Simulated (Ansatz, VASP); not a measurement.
## SnSe: VASP beside Ansatz

The input INCAR:

```
PREC = Accurate
ENCUT = 500
EDIFF = 1E-6
ISMEAR = 0
SIGMA = 0.01
LREAL = F
LASPH = T
NELM = 120
ALGO = Normal
ISIF = 2
LWAVE = F
LCHARG = F
GGA = PS
NBANDS = 17
GGA_COMPAT = F
```

Contents of KPOINTS:

```
regular mesh
0
Gamma
  8 8 8
```

The input POSCAR:

```
SnSe
1.0
    0.0000000000      2.9924423566      2.9924423566
    2.9924423566      0.0000000000      2.9924423566
    2.9924423566      2.9924423566      0.0000000000
Sn Se
1 1
Direct
    0.0000000000      0.0000000000      0.0000000000
    0.5000000000      0.5000000000      0.5000000000
```

Input for Ansatz:

```yaml
crystal:
  lattice:
    - [0.0, 2.9924423566, 2.9924423566]
    - [2.9924423566, 0.0, 2.9924423566]
    - [2.9924423566, 2.9924423566, 0.0]
  atoms:
    - { symbol: Sn, position: [0.0, 0.0, 0.0] }
    - { symbol: Se, position: [0.5, 0.5, 0.5] }
basis:
  ecutwfc: 420
kpoints:
  mp_grid: { grid: [8, 8, 8] }
hamiltonian:
  xc: pbesol
scf:
  occupations: { method: fixed }
output:
  forces: true
  stress: true
  eigenvalues: true
```

Alike in both runs: task single point; functional PBEsol; k mesh 8 × 8 × 8; no spin polarisation.

|  | VASP | Ansatz |
| --- | --- | --- |
| version | VASP 6.6.1 | Ansatz 0.2.0 |
| potentials or method | VASP PAW PBE potentials, release 64 (Sn_d, Se), cutoff 500 eV | scalar-relativistic, plane waves, PAW |
| occupations | gaussian, width 0.01 eV | fixed |
| valence electrons in the cell | 20 | 30 |

```csv
,VASP,Ansatz,Ansatz less VASP
gap on the k mesh at the Fermi level (eV),0.72,0.72,-0.001
least direct gap on the mesh (eV),0.73,0.73,-0.002
pressure (GPa),-1.1,-1.1,-0.01
```

VASP's potentials were made for PBE, not for PBEsol. VASP's potentials hold 20 valence electrons a cell and Ansatz's 30, so a difference there can come from the potentials and not from the codes.
